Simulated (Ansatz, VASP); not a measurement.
TePb in VASP and in Ansatz

INCAR

```
  PREC = Accurate
  ENCUT = 520
  EDIFF = 1E-6
  ISMEAR = -1
  SIGMA = 0.05
  LREAL = F
  LASPH = T
  NELM = 100
  ALGO = Normal
  ISIF = 2
  LWAVE = F
  LCHARG = T
  GGA = PE
  LELF = T
  LVHAR = T
  NBANDS = 17
```

KPOINTS

```
Automatic mesh
0
Gamma
  12 12 12
```

POSCAR

```
TePb
1.0
    0.0000000000      3.3763816497      3.3763816497
    3.3763816497      0.0000000000      3.3763816497
    3.3763816497      3.3763816497      0.0000000000
Pb Te
1 1
Direct
    0.0000000000      0.0000000000      0.0000000000
    0.2500000000      0.2500000000      0.2500000000
```

Input for Ansatz:

```yaml
crystal:
  lattice:
    - [0.0, 3.3763816497, 3.3763816497]
    - [3.3763816497, 0.0, 3.3763816497]
    - [3.3763816497, 3.3763816497, 0.0]
  atoms:
    - { symbol: Pb, position: [0.0, 0.0, 0.0] }
    - { symbol: Te, position: [0.25, 0.25, 0.25] }
kpoints:
  mp_grid: { grid: [12, 12, 12] }
scf:
  occupations: { method: fermi_dirac, width: 0.05 }
hamiltonian:
  xc: pbe
  pseudopotentials: { kind: all_electron, lapw: { basis_error: 0.001 } }
output:
  forces: true
  stress: true
  eigenvalues: true
  populations: true
```

Change from the starting cell: volume scaled by 0.78, LAPW.

Alike in both runs: task single point; functional PBE; k mesh 12 × 12 × 12; occupations fermi-dirac, width 0.05 eV; no spin polarisation.

|  | VASP | Ansatz |
| --- | --- | --- |
| version | VASP 6.6.1 | Ansatz 0.2.0 |
| potentials or method | VASP PAW PBE potentials, release 64 (Pb_d, Te), cutoff 520 eV | all-electron LAPW, scalar-relativistic |

```csv
,VASP,Ansatz,Ansatz less VASP
pressure (GPa),10.1,10.1,+0.07
```

Ansatz ran all-electron here, and VASP with PAW potentials.

Spin-orbit coupling is off throughout.
